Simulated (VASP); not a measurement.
# Cu in VASP: settings compared, part 2 of 2

VASP 6.6.1. Earlier steps stand in the parts before.

### 5 Single point, PBEsol (atoms moved at random)

Input file INCAR:

```
SYSTEM = Cu
ALGO     = Fast           ! electronic algorithm
EDIFF    = 1E-6           ! SCF threshold, eV
ENCUT    = 520            ! plane-wave cutoff, eV
GGA      = PS             ! functional
ISIF     = 2              ! what is computed and relaxed
ISMEAR   = -1             ! smearing method
LASPH    = .TRUE.         ! aspherical terms in the spheres
LCHARG   = .TRUE.         ! write CHGCAR
LELF     = .TRUE.         ! ELF
LREAL    = .FALSE.        ! projectors in reciprocal space
LVHAR    = .TRUE.       
LWAVE    = .FALSE.        ! write WAVECAR
NBANDS   = 18             ! bands
NELM     = 60             ! most SCF steps
PREC     = Accurate       ! precision mode
SIGMA    = 0.05           ! smearing width, eV
```

Input file KPOINTS:

```
k-points
0
G
  12 12 7
  0 0 0
```

Input file POSCAR:

```
Cu
1.0
    2.5340966698      0.0000000000      0.0000000000
   -1.2670483349      2.1945920917      0.0000000000
    0.0000000000      0.0000000000      4.1125710000
Cu
2
Direct
    0.6697150000      0.3503390000      0.7439260000
    0.3545910000      0.6668970000      0.2486650000
```

Potentials or basis: VASP PAW PBE potentials, release 64 (Cu).

On the command line:

```console
> cat potpaw_PBE.64/Cu/POTCAR > POTCAR
> mpirun -np 1 vasp_std > vasp.out
```

OUTCAR:

```text
SYSTEM = Cu
   EDIFF = 1E-6
   ENCUT = 520
   GGA = PS
   ISIF = 2
   ISMEAR = -1
   LASPH = .TRUE.
   LREAL = .FALSE.
   NELM = 60
   PREC = Accurate

 ion  position               nearest neighbor table
   1  0.670  0.350  0.744-   2 2.46   2 2.50   2 2.53   2 2.53   2 2.56   2 2.56
   2  0.355  0.667  0.249-   1 2.46   1 2.50   1 2.53   1 2.53   1 2.56   1 2.56

  LATTYP: Found a hexagonal cell.
 ALAT       =     2.5340966698
 C/A-ratio  =     1.6228942838

  Lattice vectors:

 A1 = (   2.5340966698,   0.0000000000,   0.0000000000)
 A2 = (  -1.2670483349,   2.1945920917,   0.0000000000)
 A3 = (   0.0000000000,   0.0000000000,   4.1125710000)

Analysis of symmetry for initial positions (statically):
=====================================================================
 Subroutine PRICEL returns:
 Original cell was already a primitive cell.

 Routine SETGRP: Setting up the symmetry group for a
 hexagonal supercell.

 Subroutine GETGRP returns: Found  2 space group operations
 (whereof  1 operations were pure point group operations)
 out of a pool of 24 trial point group operations.

[... 156 lines left out ...]
 Free energy of the ion-electron system (eV)
  ---------------------------------------------------
  ext. energy  EPLUGINS =         0.00000000
  ---------------------------------------------------
  free energy    TOTEN  =        -8.58109985 eV

  energy without entropy =       -8.57326587  energy(sigma->0) =       -8.57718286

 E-fermi :   7.7531     XC(G=0): -13.0960

 val. band max:        7.7491391736   @ k =   0.3333   0.1667   0.2857
 cond. band min:       7.7579693895   @ k =   0.1667  -0.0833   0.1429
 fundamental gap:      0.0088302159
 Fermi energy:         7.7531026171

 k-point     1 :       0.0000    0.0000    0.0000
  band No.  band energies     occupation
      1      -1.8329      2.00000
      2       2.5403      2.00000
      3       4.6749      2.00000
      4       4.7273      2.00000
      5       4.7629      2.00000
      6       4.9411      2.00000
[... 481 lines left out ...]
      5       4.7707      2.00000
      6       4.8284      2.00000
[... 10 lines left out ...]
     17      28.7454      0.00000
     18      30.1961      0.00000

 [... further k-points ...]
[... 5 lines left out ...]
  --------------------------------------------------------------------------------------
  -------------------------------------------------------------------------------------
  Total       -0.0597944     -0.1915407     -0.0287691     -0.1214164     -0.0085458      0.0151750
  in kB       -4.1887169    -13.4177962     -2.0153291     -8.5054519     -0.5986534      1.0630396
  external PRESSURE =      -6.5406141 kB  Pullay stress =       0.0000000 kB

 VOLUME and BASIS-vectors are now :
 -----------------------------------------------------------------------------
  energy-cutoff  :      520.00
  volume of cell :       22.87
      direct lattice vectors                 reciprocal lattice vectors
     2.534096670  0.000000000  0.000000000     0.394617937  0.227832772  0.000000000
    -1.267048335  2.194592092  0.000000000     0.000000000  0.455665544  0.000000000
     0.000000000  0.000000000  4.112571000     0.000000000  0.000000000  0.243156896

 POSITION                                       TOTAL-FORCE (eV/Angst)
 -----------------------------------------------------------------------------------
      1.25323      0.76885      3.05945         0.107946     -0.059498      0.155604
      0.05358      1.46357      1.02265        -0.107946      0.059498     -0.155604
 -----------------------------------------------------------------------------------
    total drift:                               -0.000103     -0.000008      0.000201

  FREE ENERGIE OF THE ION-ELECTRON SYSTEM (eV)
  ---------------------------------------------------
  free  energy   TOTEN  =        -8.5810998481 eV

  energy  without entropy=       -8.5732658689  energy(sigma->0) =       -8.57718286
```

OSZICAR:

```text
N       E                     dE             d eps       ncg     rms          rms(c)
DAV:   1     0.120199479912E+03    0.12020E+03   -0.10577E+04 19808   0.222E+03
DAV:   2    -0.476651633703E+01   -0.12497E+03   -0.11854E+03 18246   0.287E+02
DAV:   3    -0.107203015594E+02   -0.59538E+01   -0.57461E+01 20200   0.857E+01
DAV:   4    -0.107813813819E+02   -0.61080E-01   -0.61031E-01 21448   0.934E+00
DAV:   5    -0.107821592810E+02   -0.77790E-03   -0.77787E-03 22036   0.907E-01    0.119E+01
RMM:   6    -0.938839105599E+01    0.13938E+01   -0.12658E+01 21316   0.631E+01    0.673E+00
RMM:   7    -0.860453310870E+01    0.78386E+00   -0.22306E+00 21042   0.275E+01    0.148E+00
RMM:   8    -0.858400816208E+01    0.20525E-01   -0.70455E-02 22243   0.251E+00    0.390E-01
RMM:   9    -0.858083756363E+01    0.31706E-02   -0.15489E-02 22035   0.232E+00    0.426E-02
RMM:  10    -0.858108238223E+01   -0.24482E-03   -0.24705E-03 22884   0.586E-01    0.478E-02
RMM:  11    -0.858109119611E+01   -0.88139E-05   -0.35022E-04 22810   0.185E-01    0.790E-03
RMM:  12    -0.858109785459E+01   -0.66585E-05   -0.82843E-05 22390   0.120E-01    0.836E-03
RMM:  13    -0.858109992121E+01   -0.20666E-05   -0.32810E-05 23076   0.614E-02    0.634E-03
RMM:  14    -0.858109984810E+01    0.73110E-07   -0.80969E-06 17285   0.351E-02
   1 F= -.85810998E+01 E0= -.85771829E+01  d E =-.783398E-02
```

Run time: 2.4 min. Hardware: 1 thread of AMD EPYC 7R13 (Zen 3), shared host; peak memory 0.24 GiB.

What came out:

```yaml
Free_energy: -8.5811 eV
Pressure: -0.7 GPa
Largest_force: 0.199 eV/Å
Band_gap_on_the_k_mesh: zero (band 11 reaches 11.82 eV, above the bottom of band 12 at 5.90 eV)
```

Forces in eV/Å, atoms in the order of the input:
```
Cu   0.108 -0.059  0.156
Cu  -0.108  0.059 -0.156
```

Levels at points of the mesh, in eV from the Fermi level:
| k point | band 9 | band 10 | band 11 | band 12 | band 13 | band 14 |
| --- | --- | --- | --- | --- | --- | --- |
| (0.00, 0.00, 0.00) | -2.42 | -1.78 | -1.64 | -1.02 | 4.04 | 21.45 |
| (0.50, 0.00, 0.00) | -1.55 | -1.52 | -0.06 | 1.73 | 7.78 | 8.23 |
| (0.00, 0.50, 0.00) | -1.56 | -1.52 | -0.06 | 1.72 | 7.79 | 8.24 |
| (0.50, 0.50, 0.00) | -1.57 | -1.49 | 0.20 | 1.46 | 8.26 | 8.70 |

Caveat: the cell differs from its parent crystal (atoms moved at random); the PAW data sets were made with another functional, which shifts forces and pressure a little.

### 6 Summary

| level | potentials or basis | cell | k mesh | grid for exact exchange (PRECFOCK) | gap on the mesh (eV) | pressure (GPa) |
| --- | --- | --- | --- | --- | --- | --- |
| LDA | VASP PAW LDA potentials, release 64 (Cu) | a = 2.567, b = 2.567, c = 4.167 Å, angles 90.0, 90.0, 120.0°, 2 atoms | 12 × 12 × 7 | - | none | -12.2 |
| PBE0 | VASP PAW PBE potentials, release 64 (Cu) | a = 2.517, b = 2.517, c = 4.085 Å, angles 90.0, 90.0, 120.0°, 2 atoms | 6 × 6 × 4 | Normal | none | 11.7 |
| PBEsol | VASP PAW PBE potentials, release 64 (Cu) | a = 2.482, b = 2.482, c = 4.029 Å, angles 90.0, 90.0, 120.0°, 2 atoms | 12 × 12 × 7 | - | none | 10.8 |
| PBEsol | VASP PAW PBE potentials, release 64 (Cu) | a = 2.534, b = 2.534, c = 4.113 Å, angles 90.0, 90.0, 120.0°, 2 atoms | 12 × 12 × 7 | - | none | -0.7 |

Alike in all rows: task single point; no spin polarisation; cutoff (eV) 520; smearing fermi-dirac 0.05 eV.

Caveats: some runs use coarse meshes; the PAW data sets were made with another functional, which shifts forces and pressure a little (some runs).

Absolute energies hang on the potentials; compare differences alone.
